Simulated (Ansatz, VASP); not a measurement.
**Two plane-wave programs on Cd**

```
CELL_PARAMETERS angstrom
0.00000 2.21815 2.21815
2.21815 0.00000 2.21815
2.21815 2.21815 0.00000
ATOMIC_POSITIONS crystal
Cd 0.89907 0.12092 0.94773
```

Change from the starting cell: one atom moved.

Alike in both runs: task single point; functional PBE; k mesh 14 × 14 × 14; occupations gaussian, width 0.1 eV; no spin polarisation.

|  | VASP | Ansatz |
| --- | --- | --- |
| version | VASP 6.6.1 | Ansatz 0.2.0 |
| potentials or method | VASP PAW PBE potentials, release 64 (Cd), cutoff 520 eV | scalar-relativistic, plane waves, PAW |
| valence electrons in the cell | 12 | 20 |

```csv
,VASP,Ansatz,Ansatz less VASP
gap on the k mesh at the Fermi level (eV),none,none,-
pressure (GPa),2.5,2.1,-0.36
```

A gap of «none» marks a metal or a gap that the smearing closes. VASP's potentials hold 12 valence electrons a cell and Ansatz's 20, so a difference there can come from the potentials and not from the codes.
